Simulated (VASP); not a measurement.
# ZnS (F-43m) in VASP: notebook

ZnS is run at these levels: PBE; tasks: single point.

All numbers are computed with VASP 6.6.1; they aren't measurements. Logs are shortened: lines on timing, memory, paths and dates and some standing lists are left out, and cuts for length are marked.

**The experiment to reproduce.**

From “Electronic, vibrational, and thermodynamic properties of ZnS (zincblende and rocksalt structure)”, 2009, arxiv:0911.5022, for a bulk crystal of ZnS at 19 K: band gap 3.85 eV (direct).

The runs below are set against these values where they give the same quantity.

## Step 1: The cell of the first run

Symmetry: F-43m, No. 216, cubic system. Conventional cell: a = 5.256 Å, b = 5.256 Å, c = 5.256 Å, α = 90.00°, β = 90.00°, γ = 90.00°. Zn (site symmetry -43m) has 4 S at 2.28 Å within 3.0 Å. S (site symmetry -43m) has 4 Zn at 2.28 Å within 3.0 Å.

## Step 2: Single point, PBE

INCAR

```
SYSTEM = ZnS
ALGO     = Normal         ! electronic algorithm
EDIFF    = 1E-6           ! SCF threshold, eV
ENCUT    = 520            ! plane-wave cutoff, eV
GGA      = PE             ! functional
ISIF     = 2              ! what is computed and relaxed
ISMEAR   = 0              ! smearing method
LASPH    = .TRUE.         ! aspherical terms in the spheres
LCHARG   = .FALSE.        ! write CHGCAR
LREAL    = .FALSE.        ! projectors in reciprocal space
LWAVE    = .FALSE.        ! write WAVECAR
NBANDS   = 16             ! bands
NELM     = 100            ! most SCF steps
PREC     = Accurate       ! precision mode
SIGMA    = 0.01           ! smearing width, eV
```

KPOINTS

```
k-points
0
G
  6 6 6
  0 0 0
```

POSCAR

```
ZnS
1.0
    0.0000000000      2.6279350084      2.6279350084
    2.6279350084      0.0000000000      2.6279350084
    2.6279350084      2.6279350084      0.0000000000
Zn S
1 1
Direct
    0.2500000000      0.2500000000      0.2500000000
    0.0000000000      0.0000000000      0.0000000000
```

Potentials or basis: VASP PAW PBE potentials, release 64 (Zn, S).

Command:

```
$ cat potpaw_PBE.64/Zn/POTCAR potpaw_PBE.64/S/POTCAR > POTCAR
$ mpirun -np 1 vasp_std > vasp.out
```

OUTCAR:

```text
SYSTEM = ZnS
   EDIFF = 1E-6
   ENCUT = 520
   GGA = PE
   ISIF = 2
   ISMEAR = 0
   LASPH = .TRUE.
   LREAL = .FALSE.
   NELM = 100
   PREC = Accurate

 ion  position               nearest neighbor table
   1  0.250  0.250  0.250-   2 2.28   2 2.28   2 2.28   2 2.28
   2  0.000  0.000  0.000-   1 2.28   1 2.28   1 2.28   1 2.28

  LATTYP: Found a face centered cubic cell.
 ALAT       =     5.2558700168

  Lattice vectors:

 A1 = (   0.0000000000,   2.6279350084,   2.6279350084)
 A2 = (   2.6279350084,   0.0000000000,   2.6279350084)
 A3 = (   2.6279350084,   2.6279350084,   0.0000000000)

Analysis of symmetry for initial positions (statically):
=====================================================================
 Subroutine PRICEL returns:
 Original cell was already a primitive cell.

 Routine SETGRP: Setting up the symmetry group for a
 face centered cubic supercell.

 Subroutine GETGRP returns: Found 24 space group operations
 (whereof 24 operations were pure point group operations)
 out of a pool of 48 trial point group operations.

The static configuration has the point symmetry T_d .

Analysis of symmetry for dynamics (positions and initial velocities):
=====================================================================
 Subroutine PRICEL returns:
 Original cell was already a primitive cell.

 Routine SETGRP: Setting up the symmetry group for a
 face centered cubic supercell.

 Subroutine GETGRP returns: Found 24 space group operations
 (whereof 24 operations were pure point group operations)
 out of a pool of 48 trial point group operations.

The dynamic configuration has the point symmetry T_d .

 Subroutine INISYM returns: Found 24 space group operations
 (whereof 24 operations are pure point group operations),
 and found     1 'primitive' translations

----------------------------------------------------------------------------------------

                                     Primitive cell

  volume of cell :      36.2973

  direct lattice vectors                    reciprocal lattice vectors
     0.000000000  2.627935008  2.627935008    -0.190263457  0.190263457  0.190263457
     2.627935008  0.000000000  2.627935008     0.190263457 -0.190263457  0.190263457
     2.627935008  2.627935008  0.000000000     0.190263457  0.190263457 -0.190263457

  length of vectors
     3.716461330  3.716461330  3.716461330     0.329545975  0.329545975  0.329545975

  position of ions in fractional coordinates (direct lattice)
     0.250000000  0.250000000  0.250000000
     0.000000000  0.000000000  0.000000000

  ion indices of the primitive-cell ions
   primitive index   ion index
                 1           1
                 2           2

----------------------------------------------------------------------------------------

 KPOINTS: k-points

Automatic generation of k-mesh.
 Grid dimensions read from file:
 generate k-points for:    6    6    6

 Generating k-lattice:

  Cartesian coordinates                     Fractional coordinates (reciprocal lattice)
    -0.031710576  0.031710576  0.031710576     0.166666667  0.000000000  0.000000000
     0.031710576 -0.031710576  0.031710576     0.000000000  0.166666667  0.000000000
     0.031710576  0.031710576 -0.031710576     0.000000000  0.000000000  0.166666667

  Length of vectors
     0.054924329  0.054924329  0.054924329

  Shift w.r.t. Gamma in fractional coordinates (k-lattice)
     0.000000000  0.000000000  0.000000000

 Subroutine IBZKPT returns following result:
 ===========================================

 Found     16 irreducible k-points:

 Following reciprocal coordinates:
            Coordinates               Weight
  0.000000  0.000000  0.000000      1.000000
  0.166667  0.000000  0.000000      8.000000
  0.333333  0.000000  0.000000      8.000000
  0.500000  0.000000  0.000000      4.000000
  0.166667  0.166667  0.000000      6.000000
  0.333333  0.166667  0.000000     24.000000
[... 8 lines left out ...]
 -0.333333  0.333333  0.166667     24.000000
 -0.333333  0.500000  0.166667     12.000000
   k-points           NKPTS =     16   k-points in BZ     NKDIM =     16   number of bands    NBANDS=     16
   number of dos      NEDOS =    301   number of ions     NIONS =      2
   total plane-waves  NPLWV =  21952
   dimension x,y,z NGX =    28 NGY =   28 NGZ =   28
   dimension x,y,z NGXF=    56 NGYF=   56 NGZF=   56
   ions per type =               1   1
   NGX,Y,Z   is equivalent  to a cutoff of  12.53, 12.53, 12.53 a.u.
   NGXF,Y,Z  is equivalent  to a cutoff of  25.05, 25.05, 25.05 a.u.
 SYSTEM =  ZnS
   PREC   = accura    normal or accurate (medium, high low for compatibility)
   ISTART =      0    job   : 0-new  1-cont  2-samecut
   ICHARG =      2    charge: 1-file 2-atom 10-const
   ISPIN  =      1    spin polarized calculation?
   LNONCOLLINEAR =      F non collinear calculations
   LSORBIT =      F    spin-orbit coupling
   LASPH  =      T    aspherical Exc in radial PAW
[... 122 lines left out ...]
      4      -3.6145      2.00000
      5      -3.2107      2.00000
      6      -3.1399      2.00000
[... 8 lines left out ...]
     15      15.6182      0.00000
     16      17.2696      0.00000

 k-point     7 :       0.5000    0.1667    0.0000
  band No.  band energies     occupation
      1      -9.6621      2.00000
      2      -3.6723      2.00000
      3      -3.5855      2.00000
      4      -3.3539      2.00000
      5      -3.1392      2.00000
      6      -3.0250      2.00000
[... 8 lines left out ...]
     15      16.5863      0.00000
     16      17.3540      0.00000

 k-point     8 :      -0.3333    0.1667    0.0000
  band No.  band energies     occupation
      1      -9.7692      2.00000
      2      -3.6516      2.00000
      3      -3.6127      2.00000
      4      -3.4670      2.00000
      5      -3.1879      2.00000
      6      -3.1138      2.00000
[... 8 lines left out ...]
     15      16.3406      0.00000
     16      17.3734      0.00000

 k-point     9 :      -0.1667    0.1667    0.0000
  band No.  band energies     occupation
      1     -10.2582      2.00000
      2      -3.7671      2.00000
      3      -3.6909      2.00000
      4      -3.6771      2.00000
      5      -3.2107      2.00000
      6      -3.1539      2.00000
[... 8 lines left out ...]
     15      15.1242      0.00000
     16      17.7551      0.00000

 k-point    10 :       0.3333    0.3333    0.0000
  band No.  band energies     occupation
      1      -9.8002      2.00000
      2      -3.9011      2.00000
      3      -3.5045      2.00000
      4      -3.5045      2.00000
      5      -3.2073      2.00000
      6      -3.1131      2.00000
[... 8 lines left out ...]
     15      16.0749      0.00000
     16      20.6244      0.00000

 k-point    11 :       0.5000    0.3333    0.0000
  band No.  band energies     occupation
      1      -9.4786      2.00000
      2      -3.8060      2.00000
      3      -3.4450      2.00000
      4      -3.4030      2.00000
      5      -3.1147      2.00000
      6      -2.9849      2.00000
[... 8 lines left out ...]
     15      16.7773      0.00000
     16      18.2936      0.00000

 k-point    12 :      -0.3333    0.3333    0.0000
  band No.  band energies     occupation
      1      -9.4670      2.00000
      2      -3.6855      2.00000
      3      -3.4964      2.00000
      4      -3.2600      2.00000
      5      -3.1661      2.00000
      6      -2.8908      2.00000
[... 8 lines left out ...]
     15      14.7423      0.00000
     16      20.0295      0.00000

 k-point    13 :       0.5000    0.5000    0.0000
  band No.  band energies     occupation
      1      -9.3733      2.00000
      2      -3.8990      2.00000
      3      -3.3733      2.00000
      4      -3.3733      2.00000
      5      -3.0895      2.00000
      6      -2.9371      2.00000
[... 8 lines left out ...]
     15      16.7518      0.00000
     16      17.7622      0.00000

 k-point    14 :       0.5000    0.3333    0.1667
  band No.  band energies     occupation
      1      -9.6842      2.00000
      2      -3.7196      2.00000
      3      -3.5795      2.00000
      4      -3.4521      2.00000
      5      -3.1605      2.00000
      6      -3.1039      2.00000
[... 8 lines left out ...]
     15      17.3075      0.00000
     16      17.9524      0.00000

 k-point    15 :      -0.3333    0.3333    0.1667
  band No.  band energies     occupation
      1      -9.4669      2.00000
      2      -3.6513      2.00000
      3      -3.5285      2.00000
      4      -3.2586      2.00000
      5      -3.2038      2.00000
      6      -2.8213      2.00000
[... 8 lines left out ...]
     15      17.0961      0.00000
     16      17.7706      0.00000

 k-point    16 :      -0.3333    0.5000    0.1667
  band No.  band energies     occupation
      1      -9.3680      2.00000
      2      -3.7273      2.00000
      3      -3.4302      2.00000
      4      -3.3380      2.00000
      5      -3.1584      2.00000
      6      -2.7560      2.00000
[... 8 lines left out ...]
     15      17.1251      0.00000
     16      18.2474      0.00000

------------------------ aborting loop because EDIFF is reached ----------------------------------------

  FORCE on cell =-STRESS in cart. coord.  units (eV):
  Direction    XX          YY          ZZ          XY          YZ          ZX
  --------------------------------------------------------------------------------------
  -------------------------------------------------------------------------------------
  Total        2.1442861      2.1442861      2.1442861      0.0000000     -0.0000000      0.0000000
  in kB       94.6497449     94.6497449     94.6497449      0.0000000     -0.0000000      0.0000000
  external PRESSURE =      94.6497449 kB  Pullay stress =       0.0000000 kB

 VOLUME and BASIS-vectors are now :
 -----------------------------------------------------------------------------
  energy-cutoff  :      520.00
  volume of cell :       36.30
      direct lattice vectors                 reciprocal lattice vectors
     0.000000000  2.627935008  2.627935008    -0.190263457  0.190263457  0.190263457
     2.627935008  0.000000000  2.627935008     0.190263457 -0.190263457  0.190263457
     2.627935008  2.627935008  0.000000000     0.190263457  0.190263457 -0.190263457

 POSITION                                       TOTAL-FORCE (eV/Angst)
 -----------------------------------------------------------------------------------
      1.31397      1.31397      1.31397         0.000000     -0.000000     -0.000000
      0.00000      0.00000      0.00000        -0.000000      0.000000      0.000000
 -----------------------------------------------------------------------------------
    total drift:                               -0.000002     -0.000002     -0.000002

  FREE ENERGIE OF THE ION-ELECTRON SYSTEM (eV)
  ---------------------------------------------------
  free  energy   TOTEN  =        -6.7380933688 eV

  energy  without entropy=       -6.7380933688  energy(sigma->0) =       -6.73809337
```

Wall time 14 s (1 thread of AMD EPYC 7R43 (Zen 3), shared host); peak memory 0.12 GiB.

Results:

```yaml
Free_energy: -6.7381 eV
Pressure: 9.5 GPa
Band_gap_on_the_k_mesh: 2.49 eV, direct
```

## Step 3: Single point, PBE

This run uses another cell than the first one, of 18.94 Å³/atom, 1.043 times its volume.

INCAR

```
ALGO     = Normal         # electronic algorithm
EDIFF    = 1E-7           # SCF threshold, eV
ENCUT    = 520            # plane-wave cutoff, eV
GGA      = PE             # functional
ISIF     = 2              # what is computed and relaxed
ISMEAR   = 0              # smearing method
LASPH    = T              # aspherical terms in the spheres
LCHARG   = T              # write CHGCAR
LELF     = T              # ELF
LREAL    = F              # projectors in reciprocal space
LVHAR    = T            
LWAVE    = F              # write WAVECAR
NBANDS   = 16             # bands
NELM     = 60             # most SCF steps
PREC     = Accurate       # precision mode
SIGMA    = 0.01           # smearing width, eV
```

KPOINTS

```
k-points
0
Gamma
  6 6 6
```

POSCAR

```
ZnS
1.0
    0.0000000000      2.6654820099      2.6654820099
    2.6654820099      0.0000000000      2.6654820099
    2.6654820099      2.6654820099      0.0000000000
Zn S
1 1
Direct
    0.2500000000      0.2500000000      0.2500000000
    0.0000000000      0.0000000000      0.0000000000
```

Potentials or basis: VASP PAW PBE potentials, release 64 (Zn, S).

Command:

```
$ cat potpaw_PBE.64/Zn/POTCAR potpaw_PBE.64/S/POTCAR > POTCAR
$ mpirun -np 1 vasp_std > vasp.out
```

Run time: 14 s. Hardware: 1 thread of AMD EPYC 7R43 (Zen 3), shared host; peak memory 0.12 GiB.

Results (log left out):

| Item | Value |
| --- | --- |
| Free energy | -6.8101 eV |
| Pressure | 5.2 GPa |
| Band gap on the k mesh | 2.29 eV, direct |

Levels at points of the mesh, in eV from the valence-band top:
```csv
k point,band 7,band 8,band 9,band 10,band 11,band 12
"(0.00, 0.00, 0.00)",0.00,0.00,0.00,2.29,6.36,6.36
"(0.50, 0.00, 0.00)",-5.56,-0.93,-0.93,3.39,6.90,6.90
"(0.50, 0.50, 0.00)",-4.72,-2.37,-2.37,3.31,4.06,11.28
```

## Step 4: Single point, PBE

This run uses another cell than the first one, of 20.52 Å³/atom, 1.130 times its volume.

INCAR

```
PREC     = Accurate       # precision mode
ENCUT    = 520            # plane-wave cutoff, eV
EDIFF    = 1E-6           # SCF threshold, eV
ISMEAR   = 0              # smearing method
SIGMA    = 0.01           # smearing width, eV
LREAL    = F              # projectors in reciprocal space
LASPH    = T              # aspherical terms in the spheres
NELM     = 100            # most SCF steps
ALGO     = Normal         # electronic algorithm
ISIF     = 2              # what is computed and relaxed
LWAVE    = F              # write WAVECAR
LCHARG   = F              # write CHGCAR
GGA      = PE             # functional
NBANDS   = 16             # bands
```

KPOINTS

```
Automatic mesh
0
Gamma
  6 6 6
```

POSCAR

```
ZnS
1.0
    0.0000000000      2.7375567091      2.7375567091
    2.7375567091      0.0000000000      2.7375567091
    2.7375567091      2.7375567091      0.0000000000
Zn S
1 1
Direct
    0.2500000000      0.2500000000      0.2500000000
    0.0000000000      0.0000000000      0.0000000000
```

Command:

```
$ cat potpaw_PBE.64/Zn/POTCAR potpaw_PBE.64/S/POTCAR > POTCAR
$ mpirun -np 1 vasp_std > vasp.out
```

Wall time 14 s (1 thread of AMD EPYC 7R43 (Zen 3), shared host); peak memory 0.13 GiB.

The run converged. Its results:

```
Free energy            : -6.8478 eV
Pressure               : -1.0 GPa
Band gap on the k mesh : 1.94 eV, direct
```

Levels at points of the mesh, in eV from the valence-band top:
| k point | band 6 | band 7 | band 8 | band 9 | band 10 | band 11 | band 12 | band 13 |
| --- | --- | --- | --- | --- | --- | --- | --- | --- |
| (0.00, 0.00, 0.00) | -5.74 | 0.00 | 0.00 | 0.00 | 1.94 | 6.42 | 6.42 | 6.42 |
| (0.50, 0.00, 0.00) | -5.55 | -5.04 | -0.81 | -0.81 | 3.23 | 6.94 | 6.94 | 8.72 |
| (0.50, 0.50, 0.00) | -5.54 | -4.41 | -2.08 | -2.08 | 3.49 | 4.07 | 10.71 | 11.70 |

## Step 5: Single point, PBE

This run uses another cell than the first one, of 21.30 Å³/atom, 1.174 times its volume.

INCAR

```
SYSTEM = ZnS
ALGO = Normal
EDIFF = 1E-6
ENCUT = 520
GGA = PE
ISIF = 2
ISMEAR = 0
LASPH = .True.
LCHARG = .False.
LREAL = .False.
LWAVE = .False.
NBANDS = 16
NELM = 100
PREC = Accurate
SIGMA = 0.01
```

KPOINTS

```
k-points
0
Gamma
  6 6 6
  0 0 0
```

POSCAR

```
ZnS
1.0
    0.0000000000      2.7722130048      2.7722130048
    2.7722130048      0.0000000000      2.7722130048
    2.7722130048      2.7722130048      0.0000000000
Zn S
1 1
Direct
    0.2500000000      0.2500000000      0.2500000000
    0.0000000000      0.0000000000      0.0000000000
```

Command:

```
$ cat potpaw_PBE.64/Zn/POTCAR potpaw_PBE.64/S/POTCAR > POTCAR
$ mpirun -np 1 vasp_std > vasp.out
```

It took 15 s on 1 thread of AMD EPYC 7R43 (Zen 3), shared host; peak memory 0.13 GiB.

It converged, with:

- Free energy: -6.8267 eV
- Pressure: -3.3 GPa
- Band gap on the k mesh: 1.78 eV, direct

Levels at points of the mesh, in eV from the valence-band top:
| k point | band 7 | band 8 | band 9 | band 10 | band 11 | band 12 |
| --- | --- | --- | --- | --- | --- | --- |
| (0.00, 0.00, 0.00) | 0.00 | 0.00 | 0.00 | 1.78 | 6.43 | 6.43 |
| (0.50, 0.00, 0.00) | -4.80 | -0.76 | -0.76 | 3.15 | 6.95 | 6.95 |
| (0.50, 0.50, 0.00) | -4.26 | -1.95 | -1.95 | 3.57 | 4.05 | 10.46 |

As with any semilocal functional, this PBE gap is likely too small.

## Step 6: Summary

| cell | gap on the mesh (eV) | pressure (GPa) |
| --- | --- | --- |
| a = 3.716 Å, angles 60.0°, 2 atoms | 2.49 | 9.5 |
| a = 3.770 Å, angles 60.0°, 2 atoms | 2.29 | 5.2 |
| a = 3.871 Å, angles 60.0°, 2 atoms | 1.94 | -1.0 |
| a = 3.921 Å, angles 60.0°, 2 atoms | 1.78 | -3.3 |

Alike in all rows: task single point; level PBE; potentials or basis VASP PAW PBE potentials, release 64 (Zn, S); no spin polarisation; k mesh 6 × 6 × 6; cutoff (eV) 520; smearing gaussian 0.01 eV.

Absolute energies hang on the potentials; compare differences alone.

## Step 7: How close it comes

Step 4. Against the measured gap of ZnS, 3.85 eV (direct; 19 K; quoted in “Electronic, vibrational, and thermodynamic properties of ZnS (zincblende and rocksalt structure)”, 2009, arxiv:0911.5022), the calculated 1.94 eV is off by -1.91 eV. The value is that of PBE, without temperature or zero-point motion. Semilocal functionals fall short of measured gaps as a rule.
